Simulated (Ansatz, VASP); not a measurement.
**Two plane-wave programs on Pb**

The input INCAR:

```
SYSTEM = Pb
PREC = Accurate ; ENCUT = 520
EDIFF = 1E-6 ; ISMEAR = 0
SIGMA = 0.15 ; LREAL = .FALSE.
LASPH = .TRUE. ; NELM = 60
ALGO = Normal ; ISIF = 2
LWAVE = .FALSE. ; LCHARG = .TRUE.
GGA = PE ; LELF = .TRUE.
LVHAR = .TRUE. ; NBANDS = 13
```

The input KPOINTS:

```
regular mesh
0
G
  16 16 16
  0 0 0
```

File POSCAR:

```
Pb
1.0
    0.0000000000      2.4698000000      2.4080550000
    2.4698000000      0.0000000000      2.4080550000
    2.4698000000      2.4698000000      0.0000000000
Pb
1
Direct
    0.0000000000      0.0000000000      0.0000000000
```

Input for Ansatz:

```yaml
crystal:
  lattice:
    - [0.0, 2.4698, 2.408055]
    - [2.4698, 0.0, 2.408055]
    - [2.4698, 2.4698, 0.0]
  atoms:
    - { symbol: Pb, position: [0.0, 0.0, 0.0] }
basis:
  ecutwfc: 420
kpoints:
  mp_grid: { grid: [16, 16, 16] }
hamiltonian:
  xc: pbe
scf:
  occupations: { method: gaussian, width: 0.15 }
output:
  forces: true
  stress: true
  eigenvalues: true
```

Change from the starting cell: strain +0.000 along x and y, -0.025 along z, atoms carried along.

Alike in both runs: task single point; functional PBE; k mesh 16 × 16 × 16; occupations gaussian, width 0.15 eV; no spin polarisation.

|  | VASP | Ansatz |
| --- | --- | --- |
| version | VASP 6.6.1 | Ansatz 0.2.0 |
| potentials or method | VASP PAW PBE potentials, release 64 (Pb_d), cutoff 520 eV | scalar-relativistic, plane waves, PAW |
| valence electrons in the cell | 14 | 14 |

|  | VASP | Ansatz | Ansatz less VASP |
| --- | --- | --- | --- |
| gap on the k mesh at the Fermi level (eV) | none | none | - |
| pressure (GPa) | 4.0 | 4.1 | +0.07 |
| traceless stress, the component that is largest in VASP (GPa) | 0.37 | 0.37 | -0.003 |

A gap of «none» marks a metal or a gap that the smearing closes.

Spin-orbit coupling is off throughout.
